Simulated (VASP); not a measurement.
**ZrB: single point with r2SCAN**

The system is ZrB.

```
Zr B
1.0
     1.96143   -1.98572    0.00000
     1.96143    1.98572    0.00000
     0.00000    0.00000    4.01395
Zr B
1 1
Direct
  0.00000 0.00000 0.50000
  0.50000 0.50000 0.50000
```

```yaml
Program: VASP 6.6.1
Task: single point
Functional: r2SCAN
Potentials_or_basis: VASP PAW PBE potentials, release 64 (Zr_sv, B)
Cutoff: 520 eV
k_mesh: 10 × 10 × 7
Occupations: fermi-dirac, width 0.05 eV
Spin: no spin polarisation
Dipole_correction: no
Further_INCAR_settings: ALGO = Normal; EDIFF = 1e-06; NBANDS = 14
```

```
Pressure : 77.5 GPa
```

Stress tensor (GPa, compression positive):
```
116.28   0.00   0.00
  0.00 115.01   0.00
  0.00   0.00   1.31
```

Levels at points of the mesh, in eV from the Fermi level:
```
           k point  band 3  band 4  band 5  band 6  band 7  band 8  band 9  band 10  band 11  band 12
(0.00, 0.00, 0.00)  -26.24  -26.13   -8.83   -2.42   -2.05    0.05    4.64     4.93     4.99     5.04
(0.50, 0.00, 0.00)  -26.65  -25.81   -5.09   -3.34   -3.10   -2.90    0.59     5.91     6.72     9.07
(0.50, 0.50, 0.00)  -28.00  -26.42   -8.70    0.62    0.68    1.85    2.79     2.87     3.20     9.90
```

Run time: 7.9 min on 1 thread of AMD EPYC 7R13, with other jobs on the host, peak memory 0.16 GiB.

Caveat: the PAW data sets were made with another functional, which shifts forces and pressure a little.
